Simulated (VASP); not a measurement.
# I (Fmm2) in VASP: relaxation of cell and atoms with PBE

Aim: the relaxation of cell and atoms of I with PBE.

Everything below comes from runs of VASP 6.6.1. Logs are shortened: lines on timing, memory, paths and dates and some standing lists are left out, and cuts for length are marked.

### Step 1. The cell of the first run

It takes space group Fmm2 (No. 42, orthorhombic). Conventional cell: a = 6.470 Å, b = 8.323 Å, c = 12.234 Å, α = 90.00°, β = 90.00°, γ = 90.00°. Within 3.7 Å of I (site symmetry m) lie 3 I at 2.81 to 3.23 Å. I (site symmetry mm2) has 2 I at 2.81 Å within 3.7 Å.

### Step 2. Relaxation of cell and atoms, PBE

File INCAR:

```
PREC = Accurate ; ENCUT = 600
EDIFF = 1E-6 ; ISMEAR = 0
SIGMA = 0.1 ; LREAL = False
LASPH = True ; NELM = 100
ALGO = Normal ; ISIF = 3
LWAVE = False ; LCHARG = False
GGA = PE ; IBRION = 2
NSW = 90 ; EDIFFG = -0.04
```

File KPOINTS:

```
regular mesh
0
Gamma
  4 4 4
```

File POSCAR:

```
I
1.0
    0.0000000000      4.1615874656      6.1167771057
    3.2348388453      0.0000000000      6.1167771057
    3.2348388453      4.1615874656      0.0000000000
I
3
Direct
    0.0000000000      0.5000000000      0.0000000000
    0.5000000000      0.0000000000      0.5000000000
    0.0623300000      0.0623300000      0.9376700000
```

Potentials or basis: VASP PAW PBE potentials, release 64 (I).

Command:

```
$ cat potpaw_PBE.64/I/POTCAR > POTCAR
$ mpirun -np 1 vasp_std > vasp.out
```

OUTCAR:

```text
PREC = Accurate
   ENCUT = 600
   EDIFF = 1E-6
   ISMEAR = 0
   LREAL = False
   LASPH = True
   NELM = 100
   ISIF = 3
   GGA = PE
   IBRION = 2
   NSW = 90
   EDIFFG = -0.04

 ion  position               nearest neighbor table
   1  0.000  0.500  0.000-   3 2.81   2 3.23   2 3.23
   2  0.500  0.000  0.500-   3 2.81   1 3.23   1 3.23
   3  0.062  0.062  0.938-   1 2.81   2 2.81

  LATTYP: Found a face centered orthorhombic cell.
 ALAT       =     6.4696776906
 B/A-ratio  =     1.2864898886
 C/A-ratio  =     1.8909062857

  Lattice vectors:

 A1 = (   0.0000000000,   4.1615874656,   6.1167771057)
 A2 = (   3.2348388453,   0.0000000000,   6.1167771057)
 A3 = (   3.2348388453,   4.1615874656,   0.0000000000)

Analysis of symmetry for initial positions (statically):
=====================================================================
 Subroutine PRICEL returns:
 Original cell was already a primitive cell.

 Routine SETGRP: Setting up the symmetry group for a
 face centered orthorhombic supercell.

 Subroutine GETGRP returns: Found  4 space group operations
 (whereof  4 operations were pure point group operations)
 out of a pool of  8 trial point group operations.

The static configuration has the point symmetry C_2v.

Analysis of symmetry for dynamics (positions and initial velocities):
=====================================================================
 Subroutine PRICEL returns:
 Original cell was already a primitive cell.

 Routine SETGRP: Setting up the symmetry group for a
 face centered orthorhombic supercell.

 Subroutine GETGRP returns: Found  4 space group operations
 (whereof  4 operations were pure point group operations)
 out of a pool of  8 trial point group operations.

The dynamic configuration has the point symmetry C_2v.

 Subroutine INISYM returns: Found  4 space group operations
 (whereof  4 operations are pure point group operations),
 and found     1 'primitive' translations

----------------------------------------------------------------------------------------

                                     Primitive cell

  volume of cell :     164.6889

  direct lattice vectors                    reciprocal lattice vectors
     0.000000000  4.161587466  6.116777106    -0.154567205  0.120146460  0.081742393
     3.234838845  0.000000000  6.116777106     0.154567205 -0.120146460  0.081742393
     3.234838845  4.161587466  0.000000000     0.154567205  0.120146460 -0.081742393

  length of vectors
     7.398227652  6.919475740  5.270957464     0.212150917  0.212150917  0.212150917

  position of ions in fractional coordinates (direct lattice)
     0.000000000  0.500000000  0.000000000
     0.500000000  0.000000000  0.500000000
     0.062330000  0.062330000  0.937670000

  ion indices of the primitive-cell ions
   primitive index   ion index
                 1           1
                 2           2
                 3           3

----------------------------------------------------------------------------------------

 KPOINTS: regular mesh

Automatic generation of k-mesh.
 Grid dimensions read from file:
 generate k-points for:    4    4    4

 Generating k-lattice:

  Cartesian coordinates                     Fractional coordinates (reciprocal lattice)
    -0.038641801  0.030036615  0.020435598     0.250000000  0.000000000  0.000000000
     0.038641801 -0.030036615  0.020435598     0.000000000  0.250000000  0.000000000
     0.038641801  0.030036615 -0.020435598     0.000000000  0.000000000  0.250000000

  Length of vectors
     0.053037729  0.053037729  0.053037729

  Shift w.r.t. Gamma in fractional coordinates (k-lattice)
     0.000000000  0.000000000  0.000000000

 Subroutine IBZKPT returns following result:
 ===========================================

 Found     18 irreducible k-points:

 Following reciprocal coordinates:
            Coordinates               Weight
  0.000000  0.000000  0.000000      1.000000
  0.250000  0.000000 -0.000000      8.000000
  0.500000  0.000000 -0.000000      4.000000
  0.250000  0.250000  0.000000      2.000000
  0.500000  0.250000 -0.000000      8.000000
 -0.250000  0.250000  0.000000      4.000000
[... 10 lines left out ...]
 -0.250000  0.250000  0.500000      2.000000
  0.000000  0.500000  0.500000      1.000000
   k-points           NKPTS =     18   k-points in BZ     NKDIM =     18   number of bands    NBANDS=     14
   number of dos      NEDOS =    301   number of ions     NIONS =      3
   total plane-waves  NPLWV = 141120
   dimension x,y,z NGX =    60 NGY =   56 NGZ =   42
   dimension x,y,z NGXF=   120 NGYF=  112 NGZF=   84
   ions per type =               3
   NGX,Y,Z   is equivalent  to a cutoff of  13.48, 13.45, 13.25 a.u.
   NGXF,Y,Z  is equivalent  to a cutoff of  26.97, 26.91, 26.49 a.u.
 SYSTEM =  unknown system
   PREC   = accura    normal or accurate (medium, high low for compatibility)
   ISTART =      0    job   : 0-new  1-cont  2-samecut
   ICHARG =      2    charge: 1-file 2-atom 10-const
   ISPIN  =      1    spin polarized calculation?
   LNONCOLLINEAR =      F non collinear calculations
   LSORBIT =      F    spin-orbit coupling
   LASPH  =      T    aspherical Exc in radial PAW
   ENCUT  =  600.0 eV  44.10 Ry    6.64 a.u.  14.78 13.82 10.53*2*pi/ulx,y,z
   NELM   =    100;   NELMIN=  2; NELMDL= -5     # of ELM steps
   EDIFF  = 0.1E-05   stopping-criterion for ELM
   LREAL  =      F    real-space projection
   EDIFFG = -.4E-01   stopping-criterion for IOM
   NSW    =     90    number of steps for IOM
   IBRION =      2    ionic relax: 0-MD 1-quasi-New 2-CG
   NFREE  =      1    steps in history (QN), initial steepest desc. (CG)
   ISIF   =      3    stress and relaxation
   ISYM   =      2    0-nonsym 1-usesym 2-fastsym
   POTIM  = 0.5000    time-step for ionic-motion
   TEBEG  =    0.0;   TEEND  =   0.0 temperature during run
   PSTRESS=    0.0 pullay stress
   NELECT =      21.0000    total number of electrons
   NUPDOWN=      -1.0000    fix difference up-down
   EMIN   =  10.00;   EMAX   =-10.00  energy-range for DOS
   EFERMI =   0.00;   METHOD = LEGACY
   ISMEAR =     0;   SIGMA  =   0.10  broadening in eV -4-tet -1-fermi 0-gaus
   EFERMI_NEDOS =   21; number of points for ismear=-14 and -15
   IALGO  =     38    algorithm
   IMIX   =      4    mixing-type and parameters
     AMIX     =   0.40;   BMIX     =  1.00
     AMIX_MAG =   1.60;   BMIX_MAG =  1.00
  volume/ion in A,a.u.               =      54.90       370.46
  Fermi-wavevector in a.u.,A,eV,Ry     =   0.823999  1.557132  9.237998  0.678974
  Thomas-Fermi vector in A             =   1.935607
   LORBIT       =      0    0 simple, 1 ext, 2 COOP (PROOUT), +10 PAW based schemes
   GGA     = PE    functional components
   LHFCALC =     F    Hartree Fock is set to
   AEXX    =    0.0000 exact exchange contribution
   IVDW    =     0    specifies the selected vdW correction
   LEPSILON=     F    determine dielectric tensor
   LRPA    =     F    only Hartree local field effects (RPA)
 conjugate gradient relaxation of ions
 non-spin polarized calculation
 Gauss-broadening in eV      SIGMA  =   0.10
  energy-cutoff  :      600.00
  volume of cell :      164.69
 maximum number of plane-waves:      5518
   NGX = 29   NGY = 27   NGZ = 21

--------------------------------------- Ionic step        1  -------------------------------------------

 number of electron      20.9999999 magnetization

 Free energy of the ion-electron system (eV)
  ---------------------------------------------------
  ext. energy  EPLUGINS =         0.00000000
  ---------------------------------------------------
  free energy    TOTEN  =        -3.10715032 eV

  energy without entropy =       -3.08947371  energy(sigma->0) =       -3.09831201

------------------------ aborting loop because EDIFF is reached ----------------------------------------

  FORCE on cell =-STRESS in cart. coord.  units (eV):
  Direction    XX          YY          ZZ          XY          YZ          ZX
  --------------------------------------------------------------------------------------
  -------------------------------------------------------------------------------------
  Total        4.7402685      0.9064880      3.4370605      0.0000000      0.0000000      0.0000000
  in kB       46.1157411      8.8187761     33.4374720      0.0000000      0.0000000      0.0000000
  external PRESSURE =      29.4573297 kB  Pullay stress =       0.0000000 kB
[... 22 lines left out ...]
  energy  without entropy=       -3.0894737086  energy(sigma->0) =       -3.09831201

--------------------------------------- Ionic step        2  -------------------------------------------

 number of electron      21.0000000 magnetization

 E-fermi :  -0.3466     XC(G=0):  -6.2988

 val. band max:       -0.3575873152   @ k =   0.5000   0.0000   0.5000
 cond. band min:      -0.3332950632   @ k =  -0.2500   0.2500   0.5000
 fundamental gap:      0.0242922520
 Fermi energy:        -0.3466308300

 k-point     1 :       0.0000    0.0000    0.0000
  band No.  band energies     occupation
      1     -12.9354      2.00000
      2     -11.7208      2.00000
      3     -11.5751      2.00000
      4      -4.3102      2.00000
      5      -2.8341      2.00000
      6      -2.8074      2.00000
      7      -1.6945      2.00000
      8      -1.6653      2.00000
      9      -0.7914      2.00000
     10       0.0517      0.00000
     11       0.1745      0.00000
     12       0.5999      0.00000
     13       4.2527      0.00000
     14       5.1889      0.00000
[... 354 lines left out ...]
  FREE ENERGIE OF THE ION-ELECTRON SYSTEM (eV)
  ---------------------------------------------------
  free  energy   TOTEN  =        -3.5001000636 eV

  energy  without entropy=       -3.4834034712  energy(sigma->0) =       -3.49175177

[... ionic steps 4 to 37 ...]

--------------------------------------- Ionic step       38  -------------------------------------------

 number of electron      20.9999999 magnetization

------------------------ aborting loop because EDIFF is reached ----------------------------------------

  FORCE on cell =-STRESS in cart. coord.  units (eV):
  Direction    XX          YY          ZZ          XY          YZ          ZX
  --------------------------------------------------------------------------------------
  -------------------------------------------------------------------------------------
  Total       -0.0797779      0.0009052     -0.1450829      0.0000000      0.0000000      0.0000000
  in kB       -0.7120714      0.0080797     -1.2949623      0.0000000      0.0000000      0.0000000
  external PRESSURE =      -0.6663180 kB  Pullay stress =       0.0000000 kB
[... 59 lines left out ...]
  energy  without entropy=       -4.4564916145  energy(sigma->0) =       -4.45649161

--------------------------------------- Ionic step       40  -------------------------------------------

 number of electron      21.0000000 magnetization

 Free energy of the ion-electron system (eV)
  ---------------------------------------------------
  ext. energy  EPLUGINS =         0.00000000
  ---------------------------------------------------
  free energy    TOTEN  =        -4.45676099 eV

  energy without entropy =       -4.45676099  energy(sigma->0) =       -4.45676099

 E-fermi :   0.3586     XC(G=0):  -6.3867

 val. band max:       -0.0545836175   @ k =   0.0000   0.0000   0.0000
 cond. band min:       0.9897297356   @ k =  -0.2500   0.2500   0.5000
 fundamental gap:      1.0443133532
 Fermi energy:         0.3585620862

 k-point     1 :       0.0000    0.0000    0.0000
  band No.  band energies     occupation
      1     -13.7721      2.00000
      2     -11.4175      2.00000
      3     -10.5759      2.00000
      4      -5.2191      2.00000
      5      -5.2029      2.00000
      6      -2.6661      2.00000
      7      -1.0278      2.00000
      8      -0.8372      2.00000
      9      -0.8058      2.00000
     10      -0.0546      2.00000
     11       2.8430      0.00000
     12       2.8525      0.00000
     13       4.3536      0.00000
     14       5.2654      0.00000
[... 317 lines left out ...]
  FREE ENERGIE OF THE ION-ELECTRON SYSTEM (eV)
  ---------------------------------------------------
  free  energy   TOTEN  =        -4.4567609931 eV

  energy  without entropy=       -4.4567609931  energy(sigma->0) =       -4.45676099

 reached required accuracy - stopping structural energy minimisation
```

It took 36 min on 1 thread of AMD EPYC 7R43 (Zen 3), shared host; peak memory 0.34 GiB.

What came out:

| Item | Value |
| --- | --- |
| Free energy | -4.4568 eV |
| Relaxed volume | 59.58 Å³/atom |
| Relaxed cell | a = 6.526 Å, b = 6.014 Å, c = 6.513 Å, α = 62.65°, β = 54.93°, γ = 62.43° |
| Space group after relaxing (to 0.05 Å) | Fmmm (No. 69) |
| Energy gained by relaxing | 449.9 meV/atom |
| Ionic steps | 40 |
| Pressure after relaxing | 0.0 GPa |
| Largest force after relaxing | 0.037 eV/Å |

Forces in eV/Å, atoms in the order of the input:
```
I   -0.011  0.000 -0.019
I    0.011  0.000 -0.019
I    0.000  0.000  0.037
```

Step by step:
| step | energy change (eV) | largest force (eV/Å) | pressure (GPa) | volume (Å³) |
| --- | --- | --- | --- | --- |
| 1 | 0.0000 | 2.4925 | 2.95 | 164.69 |
| 2 | -0.3496 | 0.5139 | -1.33 | 189.77 |
| 3 | -0.3929 | 0.6744 | -0.62 | 181.91 |
| 4 | -0.5063 | 0.6176 | -0.48 | 178.76 |
| 5 | -0.6754 | 0.5911 | 1.02 | 168.93 |
| 6 | -0.6777 | 0.5788 | 0.59 | 170.73 |
| 7 | -0.6793 | 0.5859 | 0.76 | 170.01 |
| 8 | -0.7403 | 0.2566 | 0.39 | 173.45 |
| 9 | -0.7511 | 0.4683 | 0.27 | 176.88 |
| 10 | -0.7533 | 0.3960 | 0.28 | 175.94 |
| 11 | -0.7846 | 0.1631 | -0.24 | 179.01 |
| 12 | -0.7936 | 0.1545 | -0.77 | 183.15 |
| 13 | -0.8128 | 0.0955 | -0.72 | 182.45 |
| 14 | -0.8738 | 0.0598 | -0.47 | 180.09 |
| 15 | -1.0711 | 0.4919 | 0.27 | 174.27 |
| 16 | -0.5957 | 2.8155 | 5.81 | 157.91 |
| 17 | -1.1271 | 0.9399 | 1.04 | 170.77 |
| 18 | -1.1266 | 1.0438 | 1.24 | 170.05 |
| 19 | -1.1367 | 1.0970 | 1.30 | 170.07 |
| 20 | -1.1522 | 1.2483 | 1.54 | 169.99 |
| 21 | -1.1768 | 1.1505 | 1.33 | 170.97 |
| 22 | -1.2350 | 0.8912 | 0.77 | 173.88 |
| 23 | -1.2919 | 0.5049 | -0.14 | 179.68 |
| 24 | -1.2963 | 0.4141 | -0.37 | 181.51 |
| 25 | -1.2965 | 0.3991 | -0.41 | 181.85 |
| 26 | -1.3028 | 0.3739 | -0.36 | 181.30 |
| 27 | -1.3177 | 0.2865 | -0.18 | 179.64 |
| 28 | -1.3248 | 0.1440 | 0.29 | 176.31 |
| 29 | -1.3262 | 0.1378 | 0.13 | 177.32 |
| 30 | -1.3283 | 0.1247 | 0.07 | 177.75 |
| 31 | -1.3317 | 0.1487 | -0.10 | 179.04 |
| 32 | -1.3320 | 0.1604 | -0.15 | 179.52 |
| 33 | -1.3340 | 0.1599 | -0.12 | 179.32 |
| 34 | -1.3386 | 0.1607 | -0.02 | 178.71 |
| 35 | -1.3421 | 0.1752 | 0.19 | 177.50 |
| 36 | -1.3448 | 0.1482 | 0.13 | 177.96 |
| 37 | -1.3486 | 0.0926 | -0.05 | 179.34 |
| 38 | -1.3487 | 0.0873 | -0.07 | 179.50 |
| 39 | -1.3493 | 0.0628 | -0.01 | 179.12 |
| 40 | -1.3496 | 0.0371 | 0.04 | 178.74 |

Final structure:
```
I
1.0
     0.00000    4.94216    4.26246
     4.24253    0.00000    4.26246
     4.24253    4.94216    0.00000
I
3
Direct
  0.02195 0.52072 0.97805
  0.52072 0.02195 0.47928
  0.01967 0.01967 0.98033
```

Caveat: spin-orbit coupling is left out, which moves the levels of the heavy elements; an odd number of electrons without spin polarisation forces a metal; a magnetic or distorted state may lie lower.
